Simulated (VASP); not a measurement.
# MgS (P6_3mc) in VASP: a series of runs

MgS is run at these levels: PBEsol; tasks: relaxation of the atoms.

Everything below comes from runs of VASP 6.6.1. Logs are shortened: lines on timing, memory, paths and dates and some standing lists are left out, and cuts for length are marked.

## (1) The cell of the first run

The structure is hexagonal, space group P6_3mc (No. 186). Conventional cell: a = 3.873 Å, b = 3.873 Å, c = 6.432 Å, α = 90.00°, β = 90.00°, γ = 120.00°. Within 3.1 Å of S (site symmetry 3m) lie 4 Mg at 2.36 to 2.47 Å. Mg (site symmetry 3m) has 4 S at 2.36 to 2.47 Å within 3.1 Å.

## (2) Relaxation of the atoms, PBEsol

The input, INCAR:

```
PREC = Accurate
ENCUT = 520
EDIFF = 1E-6
ISMEAR = -1
SIGMA = 0.05
LREAL = F
LASPH = T
NELM = 100
ALGO = Normal
ISIF = 2
LWAVE = F
LCHARG = F
GGA = PS
IBRION = 2
NSW = 60
EDIFFG = -0.01
```

The input, KPOINTS:

```
Automatic mesh
0
Gamma
  7 7 4
```

The input, POSCAR:

```
MgS
1.0
    3.8732375105      0.0000000000      0.0000000000
   -1.9366187553      3.3543220790      0.0000000000
    0.0000000000      0.0000000000      6.4322941800
S Mg
2 2
Direct
    0.6666666667      0.3333333333      0.8792441500
    0.3333333333      0.6666666667      0.3792441500
    0.3333333333      0.6666666667      0.9957548500
    0.6666666667      0.3333333333      0.4957548500
```

Potentials or basis: VASP PAW PBE potentials, release 64 (S, Mg).

On the command line:

```
$ cat potpaw_PBE.64/S/POTCAR potpaw_PBE.64/Mg/POTCAR > POTCAR
$ mpirun -np 1 vasp_std > vasp.out
```

OUTCAR:

```text
PREC = Accurate
   ENCUT = 520
   EDIFF = 1E-6
   ISMEAR = -1
   LREAL = F
   LASPH = T
   NELM = 100
   ISIF = 2
   GGA = PS
   IBRION = 2
   NSW = 60
   EDIFFG = -0.01

 ion  position               nearest neighbor table
   1  0.667  0.333  0.879-   3 2.36   3 2.36   3 2.36   4 2.47
   2  0.333  0.667  0.379-   4 2.36   4 2.36   4 2.36   3 2.47
   3  0.333  0.667  0.996-   1 2.36   1 2.36   1 2.36   2 2.47
   4  0.667  0.333  0.496-   2 2.36   2 2.36   2 2.36   1 2.47

  LATTYP: Found a hexagonal cell.
 ALAT       =     3.8732375105
 C/A-ratio  =     1.6607022323

  Lattice vectors:

 A1 = (   3.8732375105,   0.0000000000,   0.0000000000)
 A2 = (  -1.9366187553,   3.3543220790,   0.0000000000)
 A3 = (   0.0000000000,   0.0000000000,   6.4322941800)

Analysis of symmetry for initial positions (statically):
=====================================================================
 Subroutine PRICEL returns:
 Original cell was already a primitive cell.

 Routine SETGRP: Setting up the symmetry group for a
 hexagonal supercell.

 Subroutine GETGRP returns: Found 12 space group operations
 (whereof  6 operations were pure point group operations)
 out of a pool of 24 trial point group operations.

The static configuration has the point symmetry C_3v.
 The point group associated with its full space group is C_6v.

Analysis of symmetry for dynamics (positions and initial velocities):
=====================================================================
 Subroutine PRICEL returns:
 Original cell was already a primitive cell.

 Routine SETGRP: Setting up the symmetry group for a
 hexagonal supercell.

 Subroutine GETGRP returns: Found 12 space group operations
 (whereof  6 operations were pure point group operations)
 out of a pool of 24 trial point group operations.

The dynamic configuration has the point symmetry C_3v.
 The point group associated with its full space group is C_6v.

 Subroutine INISYM returns: Found 12 space group operations
 (whereof  6 operations are pure point group operations),
 and found     1 'primitive' translations

----------------------------------------------------------------------------------------

                                     Primitive cell

  volume of cell :      83.5689

  direct lattice vectors                    reciprocal lattice vectors
     3.873237511  0.000000000  0.000000000     0.258181947  0.149061416  0.000000000
    -1.936618755  3.354322079  0.000000000     0.000000000  0.298122833  0.000000000
     0.000000000  0.000000000  6.432294180     0.000000000  0.000000000  0.155465526

  length of vectors
     3.873237511  3.873237511  6.432294180     0.298122833  0.298122833  0.155465526

  position of ions in fractional coordinates (direct lattice)
     0.666666667  0.333333333  0.879244150
     0.333333333  0.666666667  0.379244150
     0.333333333  0.666666667  0.995754850
     0.666666667  0.333333333  0.495754850

  ion indices of the primitive-cell ions
   primitive index   ion index
                 1           1
                 2           2
                 3           3
                 4           4

----------------------------------------------------------------------------------------

 KPOINTS: Automatic mesh

Automatic generation of k-mesh.
 Grid dimensions read from file:
 generate k-points for:    7    7    4

 Generating k-lattice:

  Cartesian coordinates                     Fractional coordinates (reciprocal lattice)
     0.036883135  0.021294488  0.000000000     0.142857143 -0.000000000  0.000000000
     0.000000000  0.042588976  0.000000000     0.000000000  0.142857143  0.000000000
     0.000000000  0.000000000  0.038866382     0.000000000  0.000000000  0.250000000

  Length of vectors
     0.042588976  0.042588976  0.038866382

  Shift w.r.t. Gamma in fractional coordinates (k-lattice)
     0.000000000  0.000000000  0.000000000

 Subroutine IBZKPT returns following result:
 ===========================================

 Found     24 irreducible k-points:

 Following reciprocal coordinates:
            Coordinates               Weight
  0.000000  0.000000  0.000000      1.000000
  0.142857  0.000000  0.000000      6.000000
  0.285714  0.000000  0.000000      6.000000
  0.428571  0.000000  0.000000      6.000000
  0.142857  0.142857  0.000000      6.000000
  0.285714  0.142857  0.000000     12.000000
[... 16 lines left out ...]
  0.428571  0.142857  0.500000      6.000000
  0.285714  0.285714  0.500000      6.000000
   k-points           NKPTS =     24   k-points in BZ     NKDIM =     24   number of bands    NBANDS=     12
   number of dos      NEDOS =    301   number of ions     NIONS =      4
   total plane-waves  NPLWV =  43200
   dimension x,y,z NGX =    30 NGY =   30 NGZ =   48
   dimension x,y,z NGXF=    60 NGYF=   60 NGZF=   96
   ions per type =               2   2
   NGX,Y,Z   is equivalent  to a cutoff of  12.88, 12.88, 12.41 a.u.
   NGXF,Y,Z  is equivalent  to a cutoff of  25.75, 25.75, 24.81 a.u.
 SYSTEM =  unknown system
   PREC   = accura    normal or accurate (medium, high low for compatibility)
   ISTART =      0    job   : 0-new  1-cont  2-samecut
   ICHARG =      2    charge: 1-file 2-atom 10-const
   ISPIN  =      1    spin polarized calculation?
   LNONCOLLINEAR =      F non collinear calculations
   LSORBIT =      F    spin-orbit coupling
   LASPH  =      T    aspherical Exc in radial PAW
   ENCUT  =  520.0 eV  38.22 Ry    6.18 a.u.   7.20  7.20 11.96*2*pi/ulx,y,z
   NELM   =    100;   NELMIN=  2; NELMDL= -5     # of ELM steps
   EDIFF  = 0.1E-05   stopping-criterion for ELM
   LREAL  =      F    real-space projection
   EDIFFG = -.1E-01   stopping-criterion for IOM
   NSW    =     60    number of steps for IOM
   IBRION =      2    ionic relax: 0-MD 1-quasi-New 2-CG
   NFREE  =      1    steps in history (QN), initial steepest desc. (CG)
   ISIF   =      2    stress and relaxation
   ISYM   =      2    0-nonsym 1-usesym 2-fastsym
   POTIM  = 0.5000    time-step for ionic-motion
   TEBEG  =    0.0;   TEEND  =   0.0 temperature during run
   PSTRESS=    0.0 pullay stress
   NELECT =      16.0000    total number of electrons
   NUPDOWN=      -1.0000    fix difference up-down
   EMIN   =  10.00;   EMAX   =-10.00  energy-range for DOS
   EFERMI =   0.00;   METHOD = LEGACY
   ISMEAR =    -1;   SIGMA  =   0.05  broadening in eV -4-tet -1-fermi 0-gaus
   EFERMI_NEDOS =   21; number of points for ismear=-14 and -15
   IALGO  =     38    algorithm
   IMIX   =      4    mixing-type and parameters
     AMIX     =   0.40;   BMIX     =  1.00
     AMIX_MAG =   1.60;   BMIX_MAG =  1.00
  volume/ion in A,a.u.               =      20.89       140.99
  Fermi-wavevector in a.u.,A,eV,Ry     =   0.943554  1.783058 12.113176  0.890293
  Thomas-Fermi vector in A             =   2.071272
   LORBIT       =      0    0 simple, 1 ext, 2 COOP (PROOUT), +10 PAW based schemes
   GGA     = PS    functional components
   LHFCALC =     F    Hartree Fock is set to
   AEXX    =    0.0000 exact exchange contribution
   IVDW    =     0    specifies the selected vdW correction
   LEPSILON=     F    determine dielectric tensor
   LRPA    =     F    only Hartree local field effects (RPA)
 conjugate gradient relaxation of ions
 non-spin polarized calculation
  energy-cutoff  :      520.00
  volume of cell :       83.57
 maximum number of plane-waves:      2264
 NGX is ok and might be reduce to    30
   NGX = 15   NGY = 15   NGZ = 23

--------------------------------------- Ionic step        1  -------------------------------------------

 number of electron      15.9999998 magnetization

 Free energy of the ion-electron system (eV)
  ---------------------------------------------------
  ext. energy  EPLUGINS =         0.00000000
  ---------------------------------------------------
  free energy    TOTEN  =       -17.72846445 eV

  energy without entropy =      -17.72846445  energy(sigma->0) =      -17.72846445

------------------------ aborting loop because EDIFF is reached ----------------------------------------

  FORCE on cell =-STRESS in cart. coord.  units (eV):
  Direction    XX          YY          ZZ          XY          YZ          ZX
  --------------------------------------------------------------------------------------
  -------------------------------------------------------------------------------------
  Total        3.7908523      3.7908523      0.8389391     -0.0000000      0.0000000      0.0000000
  in kB       72.6779474     72.6779474     16.0840797     -0.0000000      0.0000000      0.0000000
  external PRESSURE =      53.8133248 kB  Pullay stress =       0.0000000 kB
[... 61 lines left out ...]
  energy  without entropy=      -17.7533757816  energy(sigma->0) =      -17.75337578

--------------------------------------- Ionic step        3  -------------------------------------------

 number of electron      15.9999998 magnetization

 Free energy of the ion-electron system (eV)
  ---------------------------------------------------
  ext. energy  EPLUGINS =         0.00000000
  ---------------------------------------------------
  free energy    TOTEN  =       -17.75945856 eV

  energy without entropy =      -17.75945856  energy(sigma->0) =      -17.75945856

 E-fermi :   2.6207     XC(G=0):  -8.8922

 val. band max:        1.5999373563   @ k =   0.0000   0.0000   0.0000
 cond. band min:       5.3252209719   @ k =   0.0000   0.0000   0.0000
 fundamental gap:      3.7252836156
 Fermi energy:         2.6207488013

 k-point     1 :       0.0000    0.0000    0.0000
  band No.  band energies     occupation
      1     -10.0296      2.00000
      2      -9.2232      2.00000
      3      -1.9888      2.00000
      4       1.2115      2.00000
      5       1.2115      2.00000
      6       1.4802      2.00000
      7       1.5999      2.00000
      8       1.5999      2.00000
      9       5.3252      0.00000
     10       6.7222      0.00000
     11       9.4225      0.00000
     12       9.4225      0.00000
[... 374 lines left out ...]
  FREE ENERGIE OF THE ION-ELECTRON SYSTEM (eV)
  ---------------------------------------------------
  free  energy   TOTEN  =       -17.7594585585 eV

  energy  without entropy=      -17.7594585585  energy(sigma->0) =      -17.75945856

 reached required accuracy - stopping structural energy minimisation
```

It took 48 s on 1 thread of Intel Xeon Platinum 8488C (Sapphire Rapids), shared host; peak memory 0.2 GiB.

What came out:

```
Free energy               : -17.7595 eV
Energy gained by relaxing : 7.7 meV/atom
Ionic steps               : 3
Pressure after relaxing   : 5.1 GPa
Band gap on the k mesh    : 3.73 eV
```

Stress tensor (GPa, compression positive):
```
5.76 0.00 0.00
0.00 5.76 0.00
0.00 0.00 3.92
```

The path:
```
step  energy change (eV)  largest force (eV/Å)  pressure (GPa)
   1              0.0000                0.4167            5.38
   2             -0.0249                0.1957            5.22
   3             -0.0310                0.0002            5.14
```

Final structure:
```yaml
crystal:
  lattice:
    - [3.87324, 0.00000, 0.00000]
    - [-1.93662, 3.35432, 0.00000]
    - [0.00000, 0.00000, 6.43229]
  atoms:
    - { symbol: S, position: [0.66667, 0.33333, 0.87376] }
    - { symbol: S, position: [0.33333, 0.66667, 0.37376] }
    - { symbol: Mg, position: [0.33333, 0.66667, 0.00124] }
    - { symbol: Mg, position: [0.66667, 0.33333, 0.50124] }
```

Caveat: the PAW data sets were made with another functional, which shifts forces and pressure a little.

## (3) Relaxation of the atoms, PBEsol

This run uses another cell than the first one, of 24.52 Å³/atom.

The input, INCAR:

```
SYSTEM = MgS
ALGO = Normal ; EDIFF = 1E-6
EDIFFG = -0.01 ; ENCUT = 520
GGA = PS ; IBRION = 2
ISIF = 2 ; ISMEAR = -1
LASPH = .True. ; LCHARG = .False.
LREAL = .False. ; LWAVE = .False.
NELM = 100 ; NSW = 60
PREC = Accurate ; SIGMA = 0.05
```

The input, KPOINTS:

```
k-points
0
Gamma
  6 6 4
  0 0 0
```

POSCAR: that of step 2 with these lines changed.

```diff
@@ -2,4 +2,4 @@
 1.0
-    3.8732375105      0.0000000000      0.0000000000
-   -1.9366187553      3.3543220790      0.0000000000
+    4.1960073031      0.0000000000      0.0000000000
+   -2.0980036515      3.6338489190      0.0000000000
     0.0000000000      0.0000000000      6.4322941800
```

Potentials or basis: VASP PAW PBE potentials, release 64 (S, Mg).

On the command line:

```
$ cat potpaw_PBE.64/S/POTCAR potpaw_PBE.64/Mg/POTCAR > POTCAR
$ mpirun -np 1 vasp_std > vasp.out
```

Wall time 36 s (1 thread of Intel Xeon Platinum 8488C (Sapphire Rapids), shared host); peak memory 0.22 GiB.

The run converged. Its results:

| Item | Value |
| --- | --- |
| Free energy | -17.7435 eV |
| Energy gained by relaxing | 1.5 meV/atom |
| Ionic steps | 3 |
| Pressure after relaxing | -4.3 GPa |
| Largest force after relaxing | 0.009 eV/Å |
| Band gap on the k mesh | 2.80 eV |

Forces on the atoms (eV/Å):
```
S    0.000  0.000  0.009
S    0.000  0.000  0.009
Mg   0.000  0.000 -0.009
Mg   0.000  0.000 -0.009
```

Stress tensor (GPa, compression positive):
```
-4.93  0.00  0.00
 0.00 -4.93  0.00
 0.00  0.00 -3.03
```

Step by step:
```tsv
step	energy change (eV)	largest force (eV/Å)	pressure (GPa)
1	0.0000	0.1617	-4.18
2	-0.0039	0.0912	-4.23
3	-0.0060	0.0094	-4.29
```

Final structure:
```cif
data_structure
_symmetry_space_group_name_H-M 'P 1'
_symmetry_Int_Tables_number 1
_cell_length_a 4.1960
_cell_length_b 4.1960
_cell_length_c 6.4323
_cell_angle_alpha 90.000
_cell_angle_beta 90.000
_cell_angle_gamma 120.000
_cell_volume 98.08
loop_
_atom_site_label
_atom_site_type_symbol
_atom_site_fract_x
_atom_site_fract_y
_atom_site_fract_z
_atom_site_occupancy
S1 S 0.66667 0.33333 0.88203 1
S2 S 0.33333 0.66667 0.38203 1
Mg1 Mg 0.33333 0.66667 0.99297 1
Mg2 Mg 0.66667 0.33333 0.49297 1
```

Levels at points of the mesh, in eV from the valence-band top:
| k point | band 6 | band 7 | band 8 | band 9 | band 10 | band 11 |
| --- | --- | --- | --- | --- | --- | --- |
| (0.00, 0.00, 0.00) | -0.29 | -0.29 | 0.00 | 2.80 | 4.02 | 6.97 |
| (0.50, 0.00, 0.00) | -1.35 | -0.94 | -0.54 | 4.33 | 4.92 | 5.46 |
| (0.00, 0.00, 0.50) | -0.53 | -0.53 | -0.53 | 4.27 | 4.27 | 7.12 |
| (0.50, 0.00, 0.50) | -0.98 | -0.77 | -0.77 | 4.35 | 4.35 | 6.02 |

Caveat: the PAW data sets were made with another functional, which shifts forces and pressure a little.
